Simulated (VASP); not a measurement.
BAs (sol2): single point with PBEsol

The system is BAs (sol2).

```
B As
1.0
     0.00000    2.40771    2.36957
     2.40771    0.00000    2.36957
     2.40771    2.40771    0.00000
B As
1 1
Cartesian
  0.0000 0.0000 0.0000
  1.2039 1.2039 1.1848
```

This cell differs from its parent crystal: strained cell.

```
Program             : VASP 6.6.1
Task                : single point
Functional          : PBEsol
Potentials or basis : VASP PAW PBE potentials, release 64 (B, As)
Cutoff              : 500 eV
k mesh              : 8 × 8 × 8
Occupations         : gaussian, width 0.02 eV
Spin                : no spin polarisation
```

```
Pressure               : -1.1 GPa
Band gap on the k mesh : 0.86 eV, indirect (least direct gap 3.06 eV)
```

Stress tensor (GPa, compression positive):
```
-2.11  0.00  0.00
 0.00 -2.11  0.00
 0.00  0.00  1.04
```

Levels at points of the mesh, in eV from the valence-band top:
| k point | band 1 | band 2 | band 3 | band 4 | band 5 | band 6 | band 7 | band 8 |
| --- | --- | --- | --- | --- | --- | --- | --- | --- |
| (0.00, 0.00, 0.00) | -15.46 | -0.15 | -0.15 | 0.00 | 3.06 | 3.16 | 3.16 | 4.48 |
| (0.50, 0.00, 0.00) | -12.61 | -8.87 | -2.01 | -1.82 | 2.49 | 4.55 | 4.70 | 8.59 |
| (0.50, 0.50, 0.00) | -11.23 | -8.50 | -4.27 | -4.27 | 1.09 | 1.13 | 11.17 | 11.17 |
| (0.50, 0.00, 0.50) | -11.35 | -8.63 | -4.13 | -4.11 | 1.29 | 1.31 | 11.04 | 11.26 |

Wall time 8.4 s on 1 thread of Intel(R) Xeon(R) 6975P-C (Granite Rapids) (shared host), peak memory 0.16 GiB.

Caveat: the cell differs from its parent crystal (strained cell); the PAW data sets were made with another functional, which shifts forces and pressure a little. A k mesh can miss the band edges.
